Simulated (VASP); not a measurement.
Here is a VASP 6.6.1 calculation.

File INCAR:

```
SYSTEM = MgSe
ALGO = Normal ; EDIFF = 1E-6
ENCUT = 600 ; GGA = PS
GGA_COMPAT = .FALSE. ; ISIF = 2
ISMEAR = 0 ; LASPH = .TRUE.
LCHARG = .TRUE. ; LELF = .TRUE.
LREAL = .FALSE. ; LVHAR = .TRUE.
LWAVE = .FALSE. ; NBANDS = 11
NELM = 120 ; PREC = Accurate
SIGMA = 0.1
```

The input KPOINTS:

```
k-points
0
G
  6 6 6
  0 0 0
```

Contents of POSCAR:

```
MgSe
1.0
    0.0000000000      2.7250000000      2.7250000000
    2.7250000000      0.0000000000      2.7250000000
    2.7250000000      2.7250000000      0.0000000000
Mg Se
1 1
Direct
    0.0000000000      0.0000000000      0.0000000000
    0.5000000000      0.5000000000      0.5000000000
```

Potentials or basis: VASP PAW PBE potentials, release 64 (Mg, Se).

Launch:

```sh
$ cat potpaw_PBE.64/Mg/POTCAR potpaw_PBE.64/Se/POTCAR > POTCAR
$ mpirun -np 1 vasp_std > vasp.out
```

Question: Estimate the pressure.

Answer: 0.0 GPa.

Question: What does it give for the band gap on the k mesh?

Answer: 1.76 eV, indirect (least direct gap 2.50 eV).

Caveat: the PAW data sets were made with another functional, which shifts forces and pressure a little. A k mesh can miss the band edges.
